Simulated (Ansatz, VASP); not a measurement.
Au: VASP beside Ansatz

```xyz
1
Lattice="0.0000 2.0793 2.0793 2.0793 0.0000 2.0793 2.0793 2.0793 0.0000" Properties=species:S:1:pos:R:3 pbc="T T T"
Au    0.0000    0.0000    0.0000
```

Alike in both runs: functional PBE; k mesh 18 × 18 × 18; occupations gaussian, width 0.1 eV; no spin polarisation.

Ansatz relaxed the structure, and its values are those at the end. VASP's run is a single point on that final structure, the one shown.

|  | VASP | Ansatz |
| --- | --- | --- |
| version | VASP 6.6.1 | Ansatz 0.2.0 |
| potentials or method | VASP PAW PBE potentials, release 64 (Au) | scalar-relativistic, plane waves, norm-conserving pseudopotentials |
| plane-wave cutoff (eV) | 500 | 1034 |
| valence electrons in the cell | 11 | 19 |

|  | VASP | Ansatz | Ansatz less VASP |
| --- | --- | --- | --- |
| gap on the k mesh at the Fermi level (eV) | none | none | - |
| pressure (GPa) | -0.3 | 0.0 | +0.29 |

A gap of «none» marks a metal or a gap that the smearing closes. With one functional, cell and mesh, what is left measures potentials, basis and numerics. VASP's potentials hold 11 valence electrons a cell and Ansatz's 19, so a difference there can come from the potentials and not from the codes.

Spin-orbit coupling is off throughout.
